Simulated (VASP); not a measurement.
Here is a VASP 6.6.1 calculation.

Contents of INCAR:

```
ALGO = Fast
EDIFF = 1E-6
EDIFFG = -0.01
ENCUT = 600
GGA = PE
IBRION = 2
ISIF = 4
ISMEAR = 0
LASPH = T
LCHARG = F
LREAL = F
LWAVE = F
NELM = 60
NSW = 50
PREC = Accurate
SIGMA = 0.1
```

Contents of KPOINTS:

```
k-points
0
Gamma
  12 12 2
```

The input POSCAR:

```
Cd7S
1.0
    3.5767197963      0.0000000000      0.0000000000
   -1.7883598982      3.0975302058      0.0000000000
    0.0000000000      0.0000000000     16.7806727588
Cd S
7 1
Direct
    0.6666666667      0.3333333333      0.8995208236
    0.3333333333      0.6666666667      0.1004791764
    0.3333333333      0.6666666667      0.7688043952
    0.6666666667      0.3333333333      0.6353817555
    0.6666666667      0.3333333333      0.2311956048
    0.3333333333      0.6666666667      0.3646182445
    0.0000000000      0.0000000000      0.5000000000
    0.0000000000      0.0000000000      0.0000000000
```

Potentials or basis: VASP PAW PBE potentials, release 64 (Cd, S).

Command:

```bash
$ cat potpaw_PBE.64/Cd/POTCAR potpaw_PBE.64/S/POTCAR > POTCAR
$ mpirun -np 1 vasp_std > vasp.out
```

Task: Estimate the band gap on the k mesh.

Result: Zero (bands 45 and 46 overlap by 1.82 eV).

Final structure:
```
Cd S
1.0
     3.56135    0.00000    0.00000
    -1.78067    3.08422    0.00000
     0.00000    0.00000   16.92584
Cd S
7 1
Direct
  0.66667 0.33333 0.89852
  0.33333 0.66667 0.10148
  0.33333 0.66667 0.76792
  0.66667 0.33333 0.63487
  0.66667 0.33333 0.23208
  0.33333 0.66667 0.36513
  0.00000 0.00000 0.50000
  0.00000 0.00000 0.00000
```
